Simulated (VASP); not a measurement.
Crystal: MgS.

```xyz
2
Lattice="0.0000 2.7948 2.7948 2.7948 0.0000 2.7948 2.7948 2.7948 0.0000" Properties=species:S:1:pos:R:3 pbc="T T T"
S     1.3974    1.3974    1.3974
Mg    0.0000    0.0000    0.0000
```

Base run:

- Program: VASP 6.6.1
- Functional: r2SCAN
- Potentials or basis: VASP PAW PBE potentials, release 64 (S, Mg)
- Cutoff: 520 eV
- k mesh: 8 × 8 × 8
- Occupations: fermi-dirac, width 0.05 eV
- Spin: no spin polarisation

Its results: band gap on the k mesh 4.29 eV, indirect (least direct gap 4.34 eV); pressure 2.2 GPa.

Problem. The run is repeated on the same cell with these changes: functional from r2SCAN to PBEsol. What comes out?

Solution. Band gap on the k mesh 3.49 eV, direct; pressure 2.0 GPa.

r2SCAN gives the wider gap, since meta-GGAs in the generalised Kohn-Sham scheme recover part of the derivative discontinuity.

Caveats: the PAW data sets were made with another functional, which shifts forces and pressure a little.

A k mesh can miss the band edges.
